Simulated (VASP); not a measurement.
# BaTiO3 (P1) in VASP: single point with PBEsol+U

Aim: the single point of BaTiO3 with PBEsol+U.

Program: VASP 6.6.1. These are calculated values, not measurements. Logs are shortened: lines on timing, memory, paths and dates and some standing lists are left out, and cuts for length are marked.

## Step 1: The cell of the first run

The typed cell holds 10 atoms: a = 4.018 Å, b = 5.659 Å, c = 5.659 Å, α = 89.51°, β = 89.87°, γ = 89.87°.

## Step 2: Single point, PBEsol+U

File INCAR:

```
SYSTEM = BaTiO3
ALGO = Normal ; EDIFF = 1E-6
ENCUT = 600 ; GGA = PS
GGA_COMPAT = .FALSE. ; ISIF = 2
ISMEAR = -1 ; KPAR = 4
LASPH = .TRUE. ; LCHARG = .FALSE.
LDAU = .TRUE. ; LDAUJ = 0 0 0
LDAUL = -1 2 -1 ; LDAUPRINT = 1
LDAUTYPE = 2 ; LDAUU = 0 1 0
LMAXMIX = 4 ; LREAL = .FALSE.
LWAVE = .FALSE. ; NBANDS = 51
NELM = 200 ; PREC = Accurate
SIGMA = 0.05
```

File KPOINTS:

```
k-points
0
G
  7 5 5
  0 0 0
```

File POSCAR:

```
BaTiO3
1.0
    0.0000000000     -2.8370500000     -2.8458000000
   -3.9841000000      2.8370500000     -2.8458000000
    3.9841000000      2.8370500000     -2.8458000000
Ba Ti O
2 2 6
Direct
    0.0148275600      0.5234218200      0.4959489100
    0.9851724400      0.9765781800      0.0040510900
    0.4694877500      0.0034791500      0.4981254400
    0.5147122500      0.4886208500      0.9939745600
    0.4861290400      0.2541884600      0.2805196700
    0.5296709600      0.7537115400      0.7273803300
    0.4350219600      0.8166803800      0.2799618100
    0.5599580400      0.1896096200      0.7263281900
    0.0211442800      0.0015745600      0.5051000400
    0.9914357200      0.4959154400      0.9923899600
```

Potentials or basis: VASP PAW PBE potentials, release 64 (Ba_sv, Ti_sv, O).

The run is started by

```bash
cat potpaw_PBE.64/Ba_sv/POTCAR potpaw_PBE.64/Ti_sv/POTCAR potpaw_PBE.64/O/POTCAR > POTCAR
mpirun -np 4 vasp_std > vasp.out
```

OUTCAR:

```text
SYSTEM = BaTiO3
   EDIFF = 1E-6
   ENCUT = 600
   GGA = PS
   ISIF = 2
   ISMEAR = -1
   LASPH = .TRUE.
   LREAL = .FALSE.
   NELM = 200
   PREC = Accurate

 ion  position               nearest neighbor table
   1  0.015  0.523  0.496-   7 2.66   6 2.69   9 2.71   5 2.72   6 2.78  10 2.81  10 2.86   5 2.89
                             8 2.93   9 2.95   7 3.10   8 3.17   3 3.28   3 3.46   4 3.46   4 3.47
   2  0.985  0.977  0.004-   7 2.55   8 2.61  10 2.72   6 2.73   9 2.83   9 2.84   7 2.85  10 2.94
                             6 2.97   5 2.99   5 3.01   8 3.04   4 3.35   3 3.41   4 3.46   3 3.46
   3  0.469  0.003  0.498-   7 1.64   8 1.71   9 1.80   5 1.87   6 1.93   9 2.22   1 3.28   2 3.41
                             1 3.46   2 3.46   2 3.48   1 3.49   2 3.54   1 3.67
   4  0.515  0.489  0.994-  10 1.92   5 2.09  10 2.10   6 2.12   8 2.29   2 3.35   2 3.46   1 3.46
                             1 3.47   1 3.48   2 3.48   1 3.49   2 3.60
   5  0.486  0.254  0.281-   3 1.87   4 2.09   1 2.72   1 2.89   2 2.99   2 3.01
   6  0.530  0.754  0.727-   3 1.93   4 2.12   1 2.69   2 2.73   1 2.78   2 2.97
   7  0.435  0.817  0.280-   3 1.64   2 2.55   1 2.66   2 2.85   1 3.10
   8  0.560  0.190  0.726-   3 1.71   4 2.29   2 2.61   1 2.93   2 3.04   1 3.17
   9  0.021  0.002  0.505-   3 1.80   3 2.22   1 2.71   2 2.83   2 2.84   1 2.95
  10  0.991  0.496  0.992-   4 1.92   4 2.10   2 2.72   1 2.81   1 2.86   2 2.94

  LATTYP: Found a base centered monoclinic cell.
 ALAT       =     8.0367730695
 B/A-ratio  =     0.9914675867
 C/A-ratio  =     0.5000000000
 COS(beta)  =    -0.0030794335

  Lattice vectors:

 A1 = (   3.9841000000,  -2.8370500000,   2.8458000000)
 A2 = (  -3.9841000000,  -2.8370500000,   2.8458000000)
 A3 = (   0.0000000000,  -2.8370500000,  -2.8458000000)

Analysis of symmetry for initial positions (statically):
=====================================================================
 Subroutine PRICEL returns:
 Original cell was already a primitive cell.

 Routine SETGRP: Setting up the symmetry group for a
 base centered monoclinic supercell.

 Subroutine GETGRP returns: Found  1 space group operations
 (whereof  1 operations were pure point group operations)
 out of a pool of  4 trial point group operations.

The static configuration has the point symmetry C_1 .

Analysis of symmetry for dynamics (positions and initial velocities):
=====================================================================
 Subroutine PRICEL returns:
 Original cell was already a primitive cell.

 Routine SETGRP: Setting up the symmetry group for a
 base centered monoclinic supercell.

 Subroutine GETGRP returns: Found  1 space group operations
 (whereof  1 operations were pure point group operations)
 out of a pool of  4 trial point group operations.

The dynamic configuration has the point symmetry C_1 .

 Subroutine INISYM returns: Found  1 space group operations
 (whereof  1 operations are pure point group operations),
 and found     1 'primitive' translations

----------------------------------------------------------------------------------------

                                     Primitive cell

  volume of cell :     128.6653

  direct lattice vectors                    reciprocal lattice vectors
     0.000000000 -2.837050000 -2.845800000     0.000000000 -0.176239404 -0.175697519
    -3.984100000  2.837050000 -2.845800000    -0.125498858  0.088119702 -0.087848760
     3.984100000  2.837050000 -2.845800000     0.125498858  0.088119702 -0.087848760

  length of vectors
     4.018386535  5.658664432  5.658664432     0.248857280  0.176727049  0.176727049
[... 149 lines left out ...]

spin component  2

  0.1353 -0.0123  0.0080 -0.0215 -0.0138
 -0.0123  0.3552 -0.0511  0.0177  0.0259
  0.0080 -0.0511  0.2223 -0.0110 -0.0583
 -0.0215  0.0177 -0.0110  0.1550  0.0054
 -0.0138  0.0259 -0.0583  0.0054  0.2435

 occupancies and eigenvectors

  o =  0.1207  v =  0.8431  0.0041  0.0461  0.5277  0.0928  0.0000  0.0000  0.0000  0.0000  0.0000      0.0000  0.0000  0.0000  0.0000  0.0000  0.0000  0.0000  0.0000  0.0000  0.0000
  o =  0.1207  v =  0.0000  0.0000  0.0000  0.0000  0.0000  0.8431  0.0041  0.0461  0.5277  0.0928      0.0000  0.0000  0.0000  0.0000  0.0000  0.0000  0.0000  0.0000  0.0000  0.0000
  o =  0.1650  v =  0.5280  0.0634 -0.1794 -0.8277 -0.0038  0.0000  0.0000  0.0000  0.0000  0.0000      0.0000  0.0000  0.0000  0.0000  0.0000  0.0000  0.0000  0.0000  0.0000  0.0000
  o =  0.1650  v =  0.0000  0.0000  0.0000  0.0000  0.0000  0.5280  0.0634 -0.1794 -0.8277 -0.0038      0.0000  0.0000  0.0000  0.0000  0.0000  0.0000  0.0000  0.0000  0.0000  0.0000
  o =  0.1711  v = -0.0053  0.1496  0.7802 -0.1637  0.5849  0.0000  0.0000  0.0000  0.0000  0.0000      0.0000  0.0000  0.0000  0.0000  0.0000  0.0000  0.0000  0.0000  0.0000  0.0000
  o =  0.1711  v =  0.0000  0.0000  0.0000  0.0000  0.0000 -0.0053  0.1496  0.7802 -0.1637  0.5849      0.0000  0.0000  0.0000  0.0000  0.0000  0.0000  0.0000  0.0000  0.0000  0.0000
  o =  0.2642  v =  0.0652  0.4826  0.4604 -0.0178 -0.7420  0.0000  0.0000  0.0000  0.0000  0.0000      0.0000  0.0000  0.0000  0.0000  0.0000  0.0000  0.0000  0.0000  0.0000  0.0000
  o =  0.2642  v =  0.0000  0.0000  0.0000  0.0000  0.0000  0.0652  0.4826  0.4604 -0.0178 -0.7420      0.0000  0.0000  0.0000  0.0000  0.0000  0.0000  0.0000  0.0000  0.0000  0.0000
  o =  0.3904  v =  0.0000  0.0000  0.0000  0.0000  0.0000 -0.0786  0.8606 -0.3808  0.0969  0.3142      0.0000  0.0000  0.0000  0.0000  0.0000  0.0000  0.0000  0.0000  0.0000  0.0000
  o =  0.3904  v = -0.0786  0.8606 -0.3808  0.0969  0.3142  0.0000  0.0000  0.0000  0.0000  0.0000      0.0000  0.0000  0.0000  0.0000  0.0000  0.0000  0.0000  0.0000  0.0000  0.0000

atom =   4  type =  2  l = 2

 onsite density matrix

spin component  1

  0.1295  0.0031 -0.0048  0.0004  0.0048
  0.0031  0.2162  0.0110 -0.0017 -0.0167
 -0.0048  0.0110  0.1423  0.0024 -0.0502
  0.0004 -0.0017  0.0024  0.1331 -0.0030
  0.0048 -0.0167 -0.0502 -0.0030  0.1987

spin component  2

  0.1295  0.0031 -0.0048  0.0004  0.0048
  0.0031  0.2162  0.0110 -0.0017 -0.0167
 -0.0048  0.0110  0.1423  0.0024 -0.0502
  0.0004 -0.0017  0.0024  0.1331 -0.0030
  0.0048 -0.0167 -0.0502 -0.0030  0.1987

 occupancies and eigenvectors

  o =  0.1127  v =  0.1112 -0.0160  0.8623 -0.0332  0.4927  0.0000  0.0000  0.0000  0.0000  0.0000      0.0000  0.0000  0.0000  0.0000  0.0000  0.0000  0.0000  0.0000  0.0000  0.0000
  o =  0.1127  v =  0.0000  0.0000  0.0000  0.0000  0.0000  0.1112 -0.0160  0.8623 -0.0332  0.4927      0.0000  0.0000  0.0000  0.0000  0.0000  0.0000  0.0000  0.0000  0.0000  0.0000
  o =  0.1289  v =  0.9722 -0.0554 -0.0592 -0.1772 -0.1296  0.0000  0.0000  0.0000  0.0000  0.0000      0.0000  0.0000  0.0000  0.0000  0.0000  0.0000  0.0000  0.0000  0.0000  0.0000
  o =  0.1289  v =  0.0000  0.0000  0.0000  0.0000  0.0000  0.9722 -0.0554 -0.0592 -0.1772 -0.1296      0.0000  0.0000  0.0000  0.0000  0.0000  0.0000  0.0000  0.0000  0.0000  0.0000
  o =  0.1330  v =  0.0000  0.0000  0.0000  0.0000  0.0000  0.1842  0.0201 -0.0043  0.9821  0.0329      0.0000  0.0000  0.0000  0.0000  0.0000  0.0000  0.0000  0.0000  0.0000  0.0000
  o =  0.1330  v =  0.1842  0.0201 -0.0043  0.9821  0.0329  0.0000  0.0000  0.0000  0.0000  0.0000      0.0000  0.0000  0.0000  0.0000  0.0000  0.0000  0.0000  0.0000  0.0000  0.0000
  o =  0.2020  v = -0.0868 -0.8033  0.2899  0.0511 -0.5104  0.0000  0.0000  0.0000  0.0000  0.0000      0.0000  0.0000  0.0000  0.0000  0.0000  0.0000  0.0000  0.0000  0.0000  0.0000
  o =  0.2020  v =  0.0000  0.0000  0.0000  0.0000  0.0000 -0.0868 -0.8033  0.2899  0.0511 -0.5104      0.0000  0.0000  0.0000  0.0000  0.0000  0.0000  0.0000  0.0000  0.0000  0.0000
  o =  0.2431  v =  0.0000  0.0000  0.0000  0.0000  0.0000  0.0301 -0.5924 -0.4110 -0.0185  0.6920      0.0000  0.0000  0.0000  0.0000  0.0000  0.0000  0.0000  0.0000  0.0000  0.0000
  o =  0.2431  v =  0.0301 -0.5924 -0.4110 -0.0185  0.6920  0.0000  0.0000  0.0000  0.0000  0.0000      0.0000  0.0000  0.0000  0.0000  0.0000  0.0000  0.0000  0.0000  0.0000  0.0000

 number of electron      79.9999994 magnetization

 Free energy of the ion-electron system (eV)
  ---------------------------------------------------
  ext. energy  EPLUGINS =         0.00000000
  ---------------------------------------------------
  free energy    TOTEN  =       -78.11084334 eV

  energy without entropy =      -78.11068464  energy(sigma->0) =      -78.11076399

 E-fermi :   4.6825     XC(G=0): -11.4478

 val. band max:        4.3308924435   @ k =   0.4286   0.2000   0.0000
 cond. band min:       4.9310740499   @ k =   0.0000   0.0000   0.0000
 fundamental gap:      0.6001816064
 Fermi energy:         4.6825036643

 k-point     1 :       0.0000    0.0000    0.0000
  band No.  band energies     occupation
      1     -53.7687      2.00000
      2     -51.0732      2.00000
      3     -30.1264      2.00000
      4     -30.0682      2.00000
      5     -29.9524      2.00000
      6     -28.2130      2.00000
[... 1285 lines left out ...]
     50      10.8529      0.00000
     51      10.9701      0.00000

 [... further k-points ...]

------------------------ aborting loop because EDIFF is reached ----------------------------------------

  FORCE on cell =-STRESS in cart. coord.  units (eV):
  Direction    XX          YY          ZZ          XY          YZ          ZX
  --------------------------------------------------------------------------------------
  -------------------------------------------------------------------------------------
  Total        4.5193900     12.2174408     16.5856979     -0.4280150     -8.3060207     -1.5359329
  in kB       56.2767252    152.1350353    206.5298109     -5.3297638   -103.4289236    -19.1258713
  external PRESSURE =     138.3138572 kB  Pullay stress =       0.0000000 kB

 VOLUME and BASIS-vectors are now :
 -----------------------------------------------------------------------------
  energy-cutoff  :      600.00
  volume of cell :      128.67
      direct lattice vectors                 reciprocal lattice vectors
     0.000000000 -2.837050000 -2.845800000     0.000000000 -0.176239404 -0.175697519
    -3.984100000  2.837050000 -2.845800000    -0.125498858  0.088119702 -0.087848760
     3.984100000  2.837050000 -2.845800000     0.125498858  0.088119702 -0.087848760

 POSITION                                       TOTAL-FORCE (eV/Angst)
 -----------------------------------------------------------------------------------
     -0.10945      2.84994     -2.94312         0.800031     -0.050873      0.733368
     -3.87465     -0.01289     -5.59428        -1.007162      0.338259     -0.414588
      1.97072      0.09112     -2.76353         0.314341      1.822283     -2.241131
      2.01338      2.74593     -5.68394         0.335841     -0.943488      0.707382
      0.10491      0.13782     -2.90510        -5.570069     -0.556820     -0.417946
     -0.10491      2.69923     -5.72223         4.840546      0.214545      0.615991
     -2.13834      1.87705     -4.35881         0.051428     -9.396873      6.844069
      2.13834      1.00993     -4.20010        -0.085401      6.926150     -6.626110
      2.00610      1.37747     -1.50207         0.058528      1.586025      0.973059
      1.97800      1.40964     -7.05685         0.261917      0.060791     -0.174095
 -----------------------------------------------------------------------------------
    total drift:                                0.000483      0.000143     -0.000107

  FREE ENERGIE OF THE ION-ELECTRON SYSTEM (eV)
  ---------------------------------------------------
  free  energy   TOTEN  =       -78.1108433402 eV

  energy  without entropy=      -78.1106846365  energy(sigma->0) =      -78.11076399
```

Run time: 2.4 min. Hardware: 4 MPI ranks of AMD EPYC 9R45 (Zen 5), shared host; peak memory 0.66 GiB.

Results:

* Free energy: -78.1108 eV
* Pressure: 13.8 GPa
* Largest force: 11.625 eV/Å
* Band gap on the k mesh: 0.60 eV (least direct gap 0.77 eV)

Forces in eV/Å, atoms in the order of the input:
```
Ba   0.800 -0.051  0.733
Ba  -1.007  0.338 -0.415
Ti   0.314  1.822 -2.241
Ti   0.336 -0.943  0.707
O   -5.570 -0.557 -0.418
O    4.841  0.215  0.616
O    0.051 -9.397  6.844
O   -0.085  6.926 -6.626
O    0.059  1.586  0.973
O    0.262  0.061 -0.174
```

Stress tensor (GPa, compression positive):
```
  5.63  -0.53  -1.91
 -0.53  15.21 -10.34
 -1.91 -10.34  20.65
```

Levels at points of the mesh, in eV from the valence-band top:
```csv
k point,band 37,band 38,band 39,band 40,band 41,band 42,band 43,band 44
"(0.00, 0.00, 0.00)",-0.98,-0.64,-0.53,-0.17,0.60,1.03,1.11,2.00
```

Eigenvalues of the final occupation matrices:
```
    site  spin  trace               eigenvalues
site 3 d     1   1.11  0.12 0.16 0.17 0.26 0.39
site 3 d     2   1.11  0.12 0.16 0.17 0.26 0.39
site 4 d     1   0.82  0.11 0.13 0.13 0.20 0.24
site 4 d     2   0.82  0.11 0.13 0.13 0.20 0.24
```

Caveat: the stress differs along the axes, from 6 to 21 GPa; the PAW data sets were made with another functional, which shifts forces and pressure a little; spin-orbit coupling is left out, which moves the levels of the heavy elements. A k mesh can miss the band edges.
